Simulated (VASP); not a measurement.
Input of a VASP 6.6.1 run:

The input INCAR:

```
ALGO = Normal ; EDIFF = 1E-7
ENCUT = 520 ; GGA = PS
ISIF = 2 ; ISMEAR = 0
LASPH = T ; LCHARG = F
LREAL = F ; LWAVE = F
NBANDS = 11 ; NELM = 60
PREC = Accurate ; SIGMA = 0.05
```

File KPOINTS:

```
k-points
0
Gamma
  14 14 14
```

POSCAR

```
AlN
1.0
    0.0000000000      2.0226146461      1.9821623532
    2.0226146461      0.0000000000      1.9821623532
    2.0226146461      2.0226146461      0.0000000000
Al N
1 1
Direct
    0.0000000000      0.0000000000      0.0000000000
    0.5000000000      0.5000000000      0.5000000000
```

Potentials or basis: VASP PAW PBE potentials, release 64 (Al, N).

Launch:

```console
$ cat potpaw_PBE.64/Al/POTCAR potpaw_PBE.64/N/POTCAR > POTCAR
$ mpirun -np 1 vasp_std > vasp.out
```

Question: What does it give for the pressure?

Answer: 5.7 GPa.

Question: Estimate the band gap on the k mesh.

Answer: 4.57 eV (least direct gap 5.89 eV).

Stress tensor (GPa, compression positive):
```
 3.40  0.00  0.00
 0.00  3.40  0.00
 0.00  0.00 10.17
```

Caveat: the cell stands under pressure; the PAW data sets were made with another functional, which shifts forces and pressure a little. A k mesh can miss the band edges.
